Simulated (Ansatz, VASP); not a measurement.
**Al8H: VASP beside Ansatz**

INCAR

```
ALGO = Normal
EDIFF = 1E-6
EDIFFG = -0.025
ENCUT = 600
GGA = PE
IBRION = 2
ISIF = 3
ISMEAR = 0
LASPH = T
LCHARG = F
LREAL = F
LWAVE = F
NELM = 100
NSW = 90
PREC = Accurate
SIGMA = 0.1
```

KPOINTS

```
k-points
0
Gamma
  6 6 6
```

File POSCAR:

```
Al8H
1.0
    5.6803073504     -0.0000000001      0.0000000000
   -2.8401536752      4.9192904668      0.0000000000
    0.0000000000      0.0000000000      4.7543579465
Al H
8 1
Direct
    0.3333333333      0.1666666667      0.7500000000
    0.3333333333      0.6666666667      0.7500000000
    0.8333333333      0.1666666667      0.7500000000
    0.8333333333      0.6666666667      0.7500000000
    0.1666666667      0.3333333333      0.2500000000
    0.1666666667      0.8333333333      0.2500000000
    0.6666666667      0.3333333333      0.2500000000
    0.6666666667      0.8333333333      0.2500000000
    0.1666666667      0.3333333333      0.6111111111
```

Input for Ansatz:

```yaml
crystal:
  lattice:
    - [5.6803073504, -1.0e-10, 0.0]
    - [-2.8401536752, 4.9192904668, 0.0]
    - [0.0, 0.0, 4.7543579465]
  atoms:
    - { symbol: Al, position: [0.3333333333, 0.1666666667, 0.75] }
    - { symbol: Al, position: [0.3333333333, 0.6666666667, 0.75] }
    - { symbol: Al, position: [0.8333333333, 0.1666666667, 0.75] }
    - { symbol: Al, position: [0.8333333333, 0.6666666667, 0.75] }
    - { symbol: Al, position: [0.1666666667, 0.3333333333, 0.25] }
    - { symbol: Al, position: [0.1666666667, 0.8333333333, 0.25] }
    - { symbol: Al, position: [0.6666666667, 0.3333333333, 0.25] }
    - { symbol: Al, position: [0.6666666667, 0.8333333333, 0.25] }
    - { symbol: H, position: [0.1666666667, 0.3333333333, 0.6111111111] }
basis:
  ecutwfc: 420
kpoints:
  mp_grid: { grid: [6, 6, 6] }
hamiltonian:
  xc: pbe
scf:
  occupations: { method: gaussian, width: 0.1 }
output:
  forces: true
  stress: true
  eigenvalues: true
  write_density: true
  write_potential: true
  elf: true
  volumetric_format: npy
relax:
  adjacent_minimum: "off"
  f_tol: 0.025
  max_steps: 70
  cell: { stress_tol: 0.12 }
```

Alike in both runs: task relaxation of cell and atoms; functional PBE; k mesh 6 × 6 × 6; occupations gaussian, width 0.1 eV; no spin polarisation.

```csv
,VASP,Ansatz
version,VASP 6.6.1,Ansatz 0.2.0
potentials or method,"VASP PAW PBE potentials, release 64 (Al, H), cutoff 600 eV","scalar-relativistic, plane waves, PAW"
valence electrons in the cell,25,25
```

|  | VASP | Ansatz | Ansatz less VASP |
| --- | --- | --- | --- |
| gap on the k mesh at the Fermi level, each at its own relaxed structure (eV) | none | none | - |
| relaxed volume (Å³/atom) | 15.31 | 15.30 | -0.008 |
| relaxed cell length with the largest relative difference (Å) | 4.720 | 4.719 | -0.0009 |

A gap of «none» marks a metal or a gap that the smearing closes.
